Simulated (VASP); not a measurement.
## SiC: single point with PBE

Crystal: SiC.

```xyz
8
Lattice="4.3480 0.0000 0.0000 0.0000 -4.3480 0.0000 0.0000 0.0000 -4.3480" Properties=species:S:1:pos:R:3 pbc="T T T"
Si    0.0000   -1.9640   -2.1740
Si    2.1740    0.0000   -2.1740
Si    2.1740   -2.1740    0.0000
Si    0.0000    0.0000    0.0000
C     3.2610   -3.2610   -3.2610
C     1.0870   -1.0870   -3.2610
C     1.0870   -3.2610   -1.0870
C     3.2610   -1.0870   -1.0870
```

This cell differs from its parent crystal: atom 1 (Si) moved +0.210 Å along Cartesian [0 1 0].

```yaml
Program: VASP 6.6.1
Task: single point
Functional: PBE
Potentials_or_basis: VASP PAW PBE potentials, release 64 (Si, C)
Cutoff: 520 eV
k_mesh: 6 × 6 × 6
Occupations: gaussian, width 0.05 eV
Spin: no spin polarisation
Dipole_correction: no
Further_INCAR_settings: ALGO = Normal; EDIFF = 1e-06; NBANDS = 26
```

The pressure is 6.3 GPa, the largest force is 5.263 eV/Å and the band gap on the k mesh is 0.51 eV, direct.

Forces in eV/Å, atoms in the order of the input:
```
Si   0.000 -5.263  0.000
Si   0.000  1.129  0.000
Si   0.000 -0.937  0.000
Si   0.000  1.129  0.000
C    0.353  0.816  0.353
C    0.896  1.155 -0.896
C   -0.353  0.816 -0.353
C   -0.896  1.155  0.896
```

Stress tensor (GPa, compression positive):
```
 7.26  0.00 -3.84
 0.00  4.37  0.00
-3.84  0.00  7.26
```

Levels at points of the mesh, in eV from the valence-band top:
| k point | band 12 | band 13 | band 14 | band 15 | band 16 | band 17 | band 18 | band 19 | band 20 | band 21 |
| --- | --- | --- | --- | --- | --- | --- | --- | --- | --- | --- |
| (0.00, 0.00, 0.00) | -3.41 | -3.29 | -0.49 | -0.28 | 0.00 | 0.51 | 0.98 | 1.56 | 3.80 | 4.04 |
| (0.50, 0.00, 0.00) | -3.58 | -2.25 | -2.24 | -2.14 | -2.09 | 3.64 | 3.64 | 4.85 | 4.95 | 6.00 |
| (0.00, 0.50, 0.00) | -3.59 | -2.94 | -2.63 | -1.92 | -1.59 | 3.44 | 3.99 | 4.52 | 5.29 | 5.81 |
| (0.50, 0.50, 0.00) | -4.22 | -1.70 | -1.58 | -1.34 | -1.22 | 4.72 | 4.99 | 5.34 | 5.64 | 7.97 |
| (0.50, 0.00, 0.50) | -4.58 | -2.19 | -1.81 | -1.24 | -0.83 | 5.04 | 5.09 | 5.24 | 5.33 | 8.19 |
| (0.50, 0.50, 0.50) | -1.39 | -1.34 | -1.15 | -1.09 | -0.60 | 4.93 | 5.08 | 5.10 | 5.21 | 6.39 |

It took 99 s on 1 thread of Intel Xeon 8259CL, on a shared host, peak memory 0.22 GiB.

Caveat: the cell differs from its parent crystal (atom 1 (Si) moved +0.210 Å along Cartesian [0 1 0]); forces of over 1 eV/Å act on the atoms, so gaps and moduli don't describe the material at rest.
